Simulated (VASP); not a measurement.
# AlRu in VASP: single point with PBE

Aim: the single point of AlRu with PBE.

Program: VASP 6.6.1. These are calculated values, not measurements. Logs are shortened: lines on timing, memory, paths and dates and some standing lists are left out, and cuts for length are marked.

### 1 The cell of the first run

The cell holds a slab with vacuum, 8 atoms: a = 3.004 Å, b = 3.004 Å, c = 25.514 Å, α = 90.00°, β = 90.00°, γ = 90.00°.

### 2 Single point, PBE

Contents of INCAR:

```
  ALGO = Normal
  DIPOL = 0.5 0.5 0.500
  EDIFF = 1E-6
  ENCUT = 520
  GGA = PE
  IDIPOL = 3
  ISIF = 2
  ISMEAR = 0
  LASPH = T
  LCHARG = T
  LDIPOL = T
  LELF = T
  LREAL = F
  LVACPOTAV = T
  LVHAR = T
  LWAVE = F
  NBANDS = 44
  NELM = 80
  PREC = Accurate
  SIGMA = 0.1
```

Contents of KPOINTS:

```
k-points
0
Gamma
  12 12 1
```

Contents of POSCAR:

```
AlRu
1.0
    3.0040847246      0.0000000000      0.0000000000
    0.0000000000      3.0040847246      0.0000000000
    0.0000000000      0.0000000000     25.5142965360
Ru Al
4 4
Direct
    0.5000000000      0.5000000000      0.2991779514
    0.5000000000      0.5000000000      0.4119019025
    0.5000000000      0.5000000000      0.5290328270
    0.5000000000      0.5000000000      0.6492245740
    0.0000000000      0.0000000000      0.3542116940
    0.0000000000      0.0000000000      0.4714241975
    0.0000000000      0.0000000000      0.5871916380
    0.0000000000      0.0000000000      0.6978352156
```

Potentials or basis: VASP PAW PBE potentials, release 64 (Ru_pv, Al).

Command:

```sh
$ cat potpaw_PBE.64/Ru_pv/POTCAR potpaw_PBE.64/Al/POTCAR > POTCAR
$ mpirun -np 1 vasp_std > vasp.out
```

OUTCAR:

```text
EDIFF = 1E-6
   ENCUT = 520
   GGA = PE
   ISIF = 2
   ISMEAR = 0
   LASPH = T
   LREAL = F
   NELM = 80
   PREC = Accurate

 ion  position               nearest neighbor table
   1  0.500  0.500  0.299-   5 2.55   5 2.55   5 2.55   5 2.55   2 2.88
   2  0.500  0.500  0.412-   5 2.58   5 2.58   5 2.58   5 2.58   6 2.61   6 2.61   6 2.61   6 2.61
                             1 2.88   3 2.99
   3  0.500  0.500  0.529-   6 2.58   6 2.58   6 2.58   6 2.58   7 2.59   7 2.59   7 2.59   7 2.59
                             2 2.99   4 3.07
   4  0.500  0.500  0.649-   8 2.46   8 2.46   8 2.46   8 2.46   7 2.65   7 2.65   7 2.65   7 2.65
                             3 3.07
   5  0.000  0.000  0.354-   1 2.55   1 2.55   1 2.55   1 2.55   2 2.58   2 2.58   2 2.58   2 2.58
                             6 2.99
   6  0.000  0.000  0.471-   3 2.58   3 2.58   3 2.58   3 2.58   2 2.61   2 2.61   2 2.61   2 2.61
                             7 2.95   5 2.99
   7  0.000  0.000  0.587-   3 2.59   3 2.59   3 2.59   3 2.59   4 2.65   4 2.65   4 2.65   4 2.65
                             8 2.82   6 2.95
   8  0.000  0.000  0.698-   4 2.46   4 2.46   4 2.46   4 2.46   7 2.82

  LATTYP: Found a simple tetragonal cell.
 ALAT       =     3.0040847246
 C/A-ratio  =     8.4932013825

  Lattice vectors:

 A1 = (   3.0040847246,   0.0000000000,   0.0000000000)
 A2 = (   0.0000000000,   3.0040847246,   0.0000000000)
 A3 = (   0.0000000000,   0.0000000000,  25.5142965360)

Analysis of symmetry for initial positions (statically):
=====================================================================
 Subroutine PRICEL returns:
 Original cell was already a primitive cell.

 Routine SETGRP: Setting up the symmetry group for a
 simple tetragonal supercell.

 Subroutine GETGRP returns: Found  8 space group operations
 (whereof  8 operations were pure point group operations)
 out of a pool of 16 trial point group operations.

The static configuration has the point symmetry C_4v.

Analysis of symmetry for dynamics (positions and initial velocities):
=====================================================================
 Subroutine PRICEL returns:
 Original cell was already a primitive cell.

 Routine SETGRP: Setting up the symmetry group for a
 simple tetragonal supercell.

 Subroutine GETGRP returns: Found  8 space group operations
 (whereof  8 operations were pure point group operations)
 out of a pool of 16 trial point group operations.

The dynamic configuration has the point symmetry C_4v.

 Subroutine INISYM returns: Found  8 space group operations
 (whereof  8 operations are pure point group operations),
 and found     1 'primitive' translations

----------------------------------------------------------------------------------------

                                     Primitive cell

  volume of cell :     230.2544

  direct lattice vectors                    reciprocal lattice vectors
     3.004084725  0.000000000  0.000000000     0.332880092  0.000000000  0.000000000
     0.000000000  3.004084725  0.000000000     0.000000000  0.332880092  0.000000000
     0.000000000  0.000000000 25.514296536     0.000000000  0.000000000  0.039193712

  length of vectors
     3.004084725  3.004084725 25.514296536     0.332880092  0.332880092  0.039193712

  position of ions in fractional coordinates (direct lattice)
     0.500000000  0.500000000  0.299177951
     0.500000000  0.500000000  0.411901902
     0.500000000  0.500000000  0.529032827
     0.500000000  0.500000000  0.649224574
     0.000000000  0.000000000  0.354211694
     0.000000000  0.000000000  0.471424197
     0.000000000  0.000000000  0.587191638
     0.000000000  0.000000000  0.697835216

  ion indices of the primitive-cell ions
   primitive index   ion index
                 1           1
                 2           2
                 3           3
                 4           4
                 5           5
                 6           6
                 7           7
                 8           8

----------------------------------------------------------------------------------------

 KPOINTS: k-points

Automatic generation of k-mesh.
 Grid dimensions read from file:
 generate k-points for:   12   12    1

 Generating k-lattice:

  Cartesian coordinates                     Fractional coordinates (reciprocal lattice)
     0.027740008  0.000000000  0.000000000     0.083333333  0.000000000  0.000000000
     0.000000000  0.027740008  0.000000000     0.000000000  0.083333333  0.000000000
     0.000000000  0.000000000  0.039193712     0.000000000  0.000000000  1.000000000

  Length of vectors
     0.027740008  0.027740008  0.039193712

  Shift w.r.t. Gamma in fractional coordinates (k-lattice)
     0.000000000  0.000000000  0.000000000

 Subroutine IBZKPT returns following result:
 ===========================================

 Found     28 irreducible k-points:

 Following reciprocal coordinates:
            Coordinates               Weight
  0.000000  0.000000  0.000000      1.000000
  0.083333  0.000000  0.000000      4.000000
  0.166667  0.000000  0.000000      4.000000
  0.250000  0.000000  0.000000      4.000000
  0.333333  0.000000  0.000000      4.000000
  0.416667  0.000000  0.000000      4.000000
[... 16 lines left out ...]
  0.333333  0.333333  0.000000      4.000000
  0.416667  0.333333  0.000000      8.000000
 [... further k-points ...]
   k-points           NKPTS =     28   k-points in BZ     NKDIM =     28   number of bands    NBANDS=     44
   number of dos      NEDOS =    301   number of ions     NIONS =      8
   total plane-waves  NPLWV = 110592
   dimension x,y,z NGX =    24 NGY =   24 NGZ =  192
   dimension x,y,z NGXF=    48 NGYF=   48 NGZF=  384
   ions per type =               4   4
   NGX,Y,Z   is equivalent  to a cutoff of  13.28, 13.28, 12.51 a.u.
   NGXF,Y,Z  is equivalent  to a cutoff of  26.56, 26.56, 25.02 a.u.
 SYSTEM =  unknown system
   PREC   = accura    normal or accurate (medium, high low for compatibility)
   ISTART =      0    job   : 0-new  1-cont  2-samecut
   ICHARG =      2    charge: 1-file 2-atom 10-const
   ISPIN  =      1    spin polarized calculation?
   LNONCOLLINEAR =      F non collinear calculations
   LSORBIT =      F    spin-orbit coupling
   LASPH  =      T    aspherical Exc in radial PAW
   ENCUT  =  520.0 eV  38.22 Ry    6.18 a.u.   5.59  5.59 47.44*2*pi/ulx,y,z
   NELM   =     80;   NELMIN=  2; NELMDL= -5     # of ELM steps
   EDIFF  = 0.1E-05   stopping-criterion for ELM
   LREAL  =      F    real-space projection
[... 7 lines left out ...]
   TEBEG  =    0.0;   TEEND  =   0.0 temperature during run
   PSTRESS=    0.0 pullay stress
   NELECT =      68.0000    total number of electrons
   NUPDOWN=      -1.0000    fix difference up-down
   EMIN   =  10.00;   EMAX   =-10.00  energy-range for DOS
   EFERMI =   0.00;   METHOD = LEGACY
   ISMEAR =     0;   SIGMA  =   0.10  broadening in eV -4-tet -1-fermi 0-gaus
   EFERMI_NEDOS =   21; number of points for ismear=-14 and -15
   IALGO  =     38    algorithm
   IMIX   =      4    mixing-type and parameters
     AMIX     =   0.40;   BMIX     =  1.00
     AMIX_MAG =   1.60;   BMIX_MAG =  1.00
  volume/ion in A,a.u.               =      28.78       194.23
  Fermi-wavevector in a.u.,A,eV,Ry     =   1.090206  2.060190 16.171186  1.188549
  Thomas-Fermi vector in A             =   2.226425
   LORBIT       =      0    0 simple, 1 ext, 2 COOP (PROOUT), +10 PAW based schemes
   GGA     = PE    functional components
   LHFCALC =     F    Hartree Fock is set to
   AEXX    =    0.0000 exact exchange contribution
   IVDW    =     0    specifies the selected vdW correction
   LEPSILON=     F    determine dielectric tensor
   LRPA    =     F    only Hartree local field effects (RPA)
 non-spin polarized calculation
 Gauss-broadening in eV      SIGMA  =   0.10
  energy-cutoff  :      520.00
  volume of cell :      230.25
 maximum number of plane-waves:      6263
 NGX is ok and might be reduce to    24
   NGX = 11   NGY = 11   NGZ = 95

 dipolmoment           0.000000      0.000000      0.385992 electrons x Angstroem

 number of electron      67.9999992 magnetization

 dipolmoment           0.000000      0.000000     -0.058700 electrons x Angstroem

 Free energy of the ion-electron system (eV)
  ---------------------------------------------------
  ext. energy  EPLUGINS =         0.00000000
  ---------------------------------------------------
  free energy    TOTEN  =       -54.11396999 eV

  energy without entropy =      -54.08133773  energy(sigma->0) =      -54.09765386

 E-fermi :   3.0977     XC(G=0):  -6.7770

 val. band max:        3.0896651930   @ k =   0.0833   0.0000   0.0000
 cond. band min:       3.1018291423   @ k =   0.0833   0.0833   0.0000
 fundamental gap:      0.0121639493
 Fermi energy:         3.0977378520

 k-point     1 :       0.0000    0.0000    0.0000
  band No.  band energies     occupation
      1     -38.9977      2.00000
      2     -38.8692      2.00000
      3     -38.8103      2.00000
      4     -38.8103      2.00000
      5     -38.7681      2.00000
      6     -38.7649      2.00000
[... 36 lines left out ...]
     43       7.6708      0.00000
     44       8.8411      0.00000

 k-point     2 :       0.0833    0.0000    0.0000
  band No.  band energies     occupation
      1     -38.9962      2.00000
      2     -38.8677      2.00000
      3     -38.8240      2.00000
      4     -38.8091      2.00000
      5     -38.7783      2.00000
      6     -38.7668      2.00000
[... 36 lines left out ...]
     43       7.7934      0.00000
     44       8.5228      0.00000

 k-point     3 :       0.1667    0.0000    0.0000
  band No.  band energies     occupation
      1     -38.9920      2.00000
      2     -38.8638      2.00000
      3     -38.8612      2.00000
      4     -38.8144      2.00000
      5     -38.8058      2.00000
      6     -38.7635      2.00000
[... 36 lines left out ...]
     43       7.7402      0.00000
     44       8.1033      0.00000

 k-point     4 :       0.2500    0.0000    0.0000
  band No.  band energies     occupation
      1     -38.9862      2.00000
      2     -38.9123      2.00000
      3     -38.8635      2.00000
      4     -38.8578      2.00000
      5     -38.8013      2.00000
      6     -38.7591      2.00000
[... 882 lines left out ...]
     43       8.1336      0.00000
     44       8.6520      0.00000

 k-point    23 :       0.3333    0.3333    0.0000
  band No.  band energies     occupation
      1     -38.9646      2.00000
      2     -38.9469      2.00000
      3     -38.9438      2.00000
      4     -38.8971      2.00000
      5     -38.8943      2.00000
      6     -38.8365      2.00000
[... 36 lines left out ...]
     43       7.8414      0.00000
     44       8.3388      0.00000

 k-point    24 :       0.4167    0.3333    0.0000
  band No.  band energies     occupation
      1     -38.9811      2.00000
      2     -38.9607      2.00000
      3     -38.9411      2.00000
      4     -38.9303      2.00000
      5     -38.8916      2.00000
      6     -38.8326      2.00000
[... 36 lines left out ...]
     43       8.3132      0.00000
     44       8.3585      0.00000

 [... further k-points ...]

------------------------ aborting loop because EDIFF is reached ----------------------------------------

  FORCE on cell =-STRESS in cart. coord.  units (eV):
  Direction    XX          YY          ZZ          XY          YZ          ZX
  --------------------------------------------------------------------------------------
  -------------------------------------------------------------------------------------
  Total       -0.4526216     -0.4526216      0.1164908      0.0000000      0.0000000      0.0000000
  in kB       -3.1494733     -3.1494733      0.8105770      0.0000000      0.0000000      0.0000000
  external PRESSURE =      -1.8294565 kB  Pullay stress =       0.0000000 kB

 VOLUME and BASIS-vectors are now :
 -----------------------------------------------------------------------------
  energy-cutoff  :      520.00
  volume of cell :      230.25
      direct lattice vectors                 reciprocal lattice vectors
     3.004084725  0.000000000  0.000000000     0.332880092  0.000000000  0.000000000
     0.000000000  3.004084725  0.000000000     0.000000000  0.332880092  0.000000000
     0.000000000  0.000000000 25.514296536     0.000000000  0.000000000  0.039193712

 POSITION                                       TOTAL-FORCE (eV/Angst)
 -----------------------------------------------------------------------------------
      1.50204      1.50204      7.63331         0.000000     -0.000000     -0.011752
      1.50204      1.50204     10.50939        -0.000000      0.000000     -0.004428
      1.50204      1.50204     13.49790         0.000000      0.000000      0.001729
      1.50204      1.50204     16.56451         0.000000     -0.000000     -0.003406
      0.00000      0.00000      9.03746         0.000000      0.000000      0.003842
      0.00000      0.00000     12.02806         0.000000      0.000000     -0.006877
      0.00000      0.00000     14.98178         0.000000      0.000000      0.012072
      0.00000      0.00000     17.80477         0.000000      0.000000      0.008819
 -----------------------------------------------------------------------------------
    total drift:                                0.000000     -0.000000      0.006573

  FREE ENERGIE OF THE ION-ELECTRON SYSTEM (eV)
  ---------------------------------------------------
  free  energy   TOTEN  =       -54.1139699922 eV

  energy  without entropy=      -54.0813377302  energy(sigma->0) =      -54.09765386

 vacuum level on the upper side and lower side of the slab         6.244         7.427
```

Run time: 4.3 min. Hardware: 1 thread of Intel Xeon 6975P-C (Granite Rapids), shared host; peak memory 0.44 GiB.

Results:

- Free energy: -54.1140 eV
- Largest force: 0.012 eV/Å
- Band gap on the k mesh: zero (bands 34 and 35 overlap by 2.01 eV)

Forces in eV/Å, atoms in the order of the input:
```
Ru   0.000  0.000 -0.012
Ru   0.000  0.000 -0.004
Ru   0.000  0.000  0.002
Ru   0.000  0.000 -0.003
Al   0.000  0.000  0.004
Al   0.000  0.000 -0.007
Al   0.000  0.000  0.012
Al   0.000  0.000  0.009
```

Levels at points of the mesh, in eV from the Fermi level:
```
           k point  band 31  band 32  band 33  band 34  band 35  band 36  band 37  band 38
(0.00, 0.00, 0.00)    -0.09    -0.02     0.10     0.10     0.14     0.30     0.54     0.81
(0.50, 0.00, 0.00)    -1.12    -0.86    -0.78    -0.18    -0.11     0.34     0.82     1.14
(0.50, 0.50, 0.00)     1.02     1.03     1.32     1.44     1.56     1.63     1.72     2.58
```
